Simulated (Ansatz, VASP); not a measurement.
**CuH3 in VASP and in Ansatz**

INCAR

```
SYSTEM = CuH3
  ALGO = Normal
  EDIFF = 1E-7
  EDIFFG = -0.04
  ENCUT = 600
  GGA = PE
  GGA_COMPAT = .FALSE.
  IBRION = 2
  ISIF = 3
  ISMEAR = 0
  LASPH = .TRUE.
  LCHARG = .FALSE.
  LREAL = .FALSE.
  LWAVE = .FALSE.
  NELM = 120
  NELMIN = 4
  NSW = 90
  PREC = Accurate
  SIGMA = 0.1
```

The input KPOINTS:

```
k-points
0
G
  6 6 6
  0 0 0
```

File POSCAR:

```
CuH3
1.0
    3.3140526600      0.0000000000      0.0000000000
    0.0000000000      3.3140526600      0.0000000000
    0.0000000000      0.0000000000      3.3140526600
Cu H
1 3
Direct
    0.0000000000      0.0000000000      0.0000000000
    0.5000000000      0.5000000000      0.0000000000
    0.5000000000      0.0000000000      0.5000000000
    0.0000000000      0.5000000000      0.5000000000
```

Input for Ansatz:

```yaml
crystal:
  lattice:
    - [3.31405266, 0.0, 0.0]
    - [0.0, 3.31405266, 0.0]
    - [0.0, 0.0, 3.31405266]
  atoms:
    - { symbol: Cu, position: [0.0, 0.0, 0.0] }
    - { symbol: H, position: [0.5, 0.5, 0.0] }
    - { symbol: H, position: [0.5, 0.0, 0.5] }
    - { symbol: H, position: [0.0, 0.5, 0.5] }
basis:
  ecutwfc: 420
kpoints:
  mp_grid: { grid: [6, 6, 6] }
hamiltonian:
  xc: pbe
scf:
  occupations: { method: gaussian, width: 0.1 }
  lower_state_search: "off"
output:
  forces: true
  stress: true
  eigenvalues: true
relax:
  adjacent_minimum: "off"
  f_tol: 0.04
  max_steps: 70
  cell: { stress_tol: 0.4 }
```

Change from the starting cell: species swapped into the EuBi3 type (Pm-3m, No. 221).

Alike in both runs: task relaxation of cell and atoms; functional PBE; k mesh 6 × 6 × 6; occupations gaussian, width 0.1 eV; no spin polarisation.

```csv
,VASP,Ansatz
version,VASP 6.6.1,Ansatz 0.2.0
potentials or method,"VASP PAW PBE potentials, release 64 (Cu, H), cutoff 600 eV","scalar-relativistic, plane waves, PAW"
valence electrons in the cell,14,22
```

```csv
,VASP,Ansatz,Ansatz less VASP
"gap on the k mesh at the Fermi level, each at its own relaxed structure (eV)",none,none,-
relaxed volume (Å³/atom),5.38,5.32,-0.053
relaxed length of the cell vector where the two differ most in proportion (Å),2.781,2.772,-0.0092
```

A gap of «none» marks a metal or a gap that the smearing closes. VASP's potentials hold 14 valence electrons a cell and Ansatz's 22, so a difference there can come from the potentials and not from the codes.

Noted on VASP's run: the volume moved by over 15 % at a fixed basis, so the end points are rough.
